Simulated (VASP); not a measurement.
Input of a VASP 6.6.1 run:

File INCAR:

```
PREC     = Accurate       # precision mode
ENCUT    = 520            # plane-wave cutoff, eV
EDIFF    = 1E-6           # SCF threshold, eV
ISMEAR   = -1             # smearing method
SIGMA    = 0.05           # smearing width, eV
LREAL    = Auto         
LASPH    = True           # aspherical terms in the spheres
NELM     = 60             # most SCF steps
ALGO     = Normal         # electronic algorithm
ISIF     = 2              # what is computed and relaxed
LWAVE    = False          # write WAVECAR
LCHARG   = False          # write CHGCAR
GGA      = PS             # functional
NBANDS   = 74             # bands
```

Contents of KPOINTS:

```
regular mesh
0
Gamma
  1 1 1
```

The input POSCAR:

```
Sr7MgO8
1.0
    0.0000000000      5.1227470000      5.1227470000
    5.1227470000      0.0000000000      5.1227470000
    5.1227470000      5.1227470000      0.0000000000
O Sr Mg
8 7 1
Direct
    0.7496670000      0.2531930000      0.2544450000
    0.2580810000      0.7459450000      0.7441940000
    0.2484370000      0.7531300000      0.2477790000
    0.7413810000      0.2504920000      0.7535320000
    0.2501560000      0.2499770000      0.7537640000
    0.7506600000      0.7512380000      0.2511000000
    0.2442640000      0.2481830000      0.2556550000
    0.7592140000      0.7470130000      0.7407310000
    0.9998730000      0.0014680000      0.9973440000
    0.9958480000      0.9966100000      0.4986590000
    0.5052010000      0.5014170000      0.0002790000
    0.0024350000      0.5033700000      0.9955600000
    0.4972970000      0.0057300000      0.4952540000
    0.4980940000      0.9971580000      0.0031590000
    0.9976310000      0.5002540000      0.5038690000
    0.4961710000      0.5047550000      0.4972380000
```

Potentials or basis: VASP PAW PBE potentials, release 64 (O, Sr_sv, Mg).

The run is started by

```sh
$ cat potpaw_PBE.64/O/POTCAR potpaw_PBE.64/Sr_sv/POTCAR potpaw_PBE.64/Mg/POTCAR > POTCAR
$ mpirun -np 1 vasp_gam > vasp.out
```

Problem. Estimate the largest force.

Solution. 0.638 eV/Å.

Problem. What does it give for the pressure?

Solution. -3.0 GPa.

Problem. Estimate the band gap on the k mesh.

Solution. 2.80 eV.

Forces in eV/Å, atoms in the order of the input:
```
O    0.514 -0.207  0.008
O   -0.458 -0.018 -0.016
O   -0.104  0.622 -0.091
O   -0.023 -0.360  0.102
O   -0.089 -0.111  0.492
O   -0.050 -0.091 -0.490
O   -0.175  0.065  0.195
O    0.257  0.070 -0.255
Sr  -0.053  0.001 -0.049
Sr   0.280  0.046  0.327
Sr  -0.134 -0.287 -0.228
Sr   0.077  0.219 -0.006
Sr  -0.001  0.025 -0.104
Sr   0.125 -0.104  0.228
Sr  -0.286 -0.193 -0.117
Mg   0.120  0.321  0.005
```

Caveat: the k points lie up to 1.06 Å⁻¹ apart; the PAW data sets were made with another functional, which shifts forces and pressure a little.
